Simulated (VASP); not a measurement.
Input of a VASP 6.6.1 run:

The input INCAR:

```
ALGO = Normal
EDIFF = 1E-6
ENCUT = 520
GGA = PE
ISIF = 2
ISMEAR = -1
IVDW = 12
LASPH = T
LCHARG = F
LREAL = Auto
LWAVE = F
NBANDS = 62
NELM = 60
PREC = Accurate
SIGMA = 0.05
```

File KPOINTS:

```
k-points
0
Gamma
  1 1 1
```

The input POSCAR:

```
H26C8O3
1.0
    6.9354610000      0.0000000000      0.0000000000
    0.0000000000      6.9354610000      0.0000000000
    0.0000000000      0.0000000000      6.9354610000
C H O
8 26 3
Direct
    0.3591686263     -0.2705660085      1.3266025142
    0.4239227933      0.0473652725      0.0144474895
    0.6396114116      0.9140704562      0.7291368231
    0.5756502704      0.5940628893      0.7488615393
   -0.0057674609      0.1506604968      0.1592828508
    0.3076652006      0.2996051740      0.1619503015
    0.8462018603      0.7219274970      0.2154290825
    0.6960892722      0.6888366902      0.2070230083
   34.6890711374     -0.5608134773     26.4510318781
   -0.5442176086      0.4301083951      1.0950245413
   -2.0863789732     -1.2471701593     -0.8932355037
   -0.8296204102      7.7270710628     -9.4352776261
    1.5414115947     -0.1099422230     -1.8224455447
    4.5136148844      1.4377126481     -0.0298754474
    2.3634333752     -0.4347656198      4.7177541623
   -0.5019277017      0.0580639124      0.7242344813
  -34.8871113254     -3.2943159799    -25.5912764847
    1.7313196628      0.1211599344     -0.0658067286
    1.0256996615      0.1223278453      1.2827409742
    1.9674106739      1.1362186306      0.6372900086
    0.1287729828      4.1703932875      1.7035493387
   -0.6560919310      0.8365702006      2.5928341317
    8.4995503543      2.9879628766     -1.8496823787
    1.3334225367     -0.0243242663     -0.2782944061
    0.2065616114      0.2666729724     -0.0745011759
   -1.9754851192     -2.0645635524     -2.3605208075
    7.6835699891      1.4981988941     -1.7111047124
  -36.4246875586     63.2570351127    -27.1088396287
  -10.2780478471     -4.8885286789     12.4835393062
   -2.3131699537      2.8683313193      1.8030668762
    0.8267222611      3.6519418104     -0.1812136208
    1.1820411073      0.9189727979      0.0878384292
    0.8191813060      0.3331717964      0.4986979236
    0.7387829014     -0.5108240101     -0.9612482862
    0.4609066362      0.8477302374      0.6241690351
    2.1561652499     -3.6116993521      1.9760186093
    1.2317854574      1.1209348593     -0.5227770728
```

Potentials or basis: VASP PAW PBE potentials, release 64 (C, H, O).

Run with:

```console
$ cat potpaw_PBE.64/C/POTCAR potpaw_PBE.64/H/POTCAR potpaw_PBE.64/O/POTCAR > POTCAR
$ mpirun -np 1 vasp_gam > vasp.out
```

(1) What does it give for the largest force?

(2) Predict the dispersion energy per atom.

(3) Estimate the pressure.

## Answers

(1) 58.043 eV/Å.

(2) -0.078 eV.

(3) 6.3 GPa.

Caveat: the k points lie up to 0.91 Å⁻¹ apart, too coarse for converged energies, forces and pressures; atoms lie so close that the PAW spheres overlap strongly, which falsifies energies and pressures; the atoms stand as in a frame of molecular dynamics.
